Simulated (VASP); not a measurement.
Here is a VASP 6.6.1 calculation.

The input INCAR:

```
SYSTEM = GaBiSe4
PREC = Accurate
ENCUT = 520
EDIFF = 1E-6
ISMEAR = 0
SIGMA = 0.15
LREAL = .False.
LASPH = .True.
NELM = 100
ALGO = Normal
ISIF = 2
LWAVE = .False.
LCHARG = .False.
GGA = PE
NBANDS = 35
```

Contents of KPOINTS:

```
Automatic mesh
0
Gamma
  2 2 3
  0 0 0
```

Contents of POSCAR:

```
GaBiSe4
1.0
    5.9877407252      0.0000000000      0.0000000000
    0.0000000000      5.9877407252      0.0000000000
    0.0000000000      0.0000000000      6.9770131180
Ga Bi Se
1 1 4
Direct
    0.5000000000      0.5000000000      0.0825372028
    0.5000000000      0.5000000000      0.5787308914
    0.2366605153      0.2366605153      0.3391627040
    0.7633394847      0.7633394847      0.3391627040
    0.7633394847      0.2366605153      0.3391627040
    0.2366605153      0.7633394847      0.3391627040
```

Potentials or basis: VASP PAW PBE potentials, release 64 (Ga_d, Bi_d, Se).

The run is started by

```sh
$ cat potpaw_PBE.64/Ga_d/POTCAR potpaw_PBE.64/Bi_d/POTCAR potpaw_PBE.64/Se/POTCAR > POTCAR
$ mpirun -np 1 vasp_std > vasp.out
```

(1) Predict the pressure.

(2) Estimate the largest force.

(3) Estimate the band gap on the k mesh.

Results:

(1) 0.0 GPa.

(2) 0.038 eV/Å.

(3) zero (band 26 reaches 2.23 eV, above the bottom of band 27 at -0.03 eV).

Caveat: the k points lie up to 0.52 Å⁻¹ apart; spin-orbit coupling is left out, which moves the levels of the heavy elements.
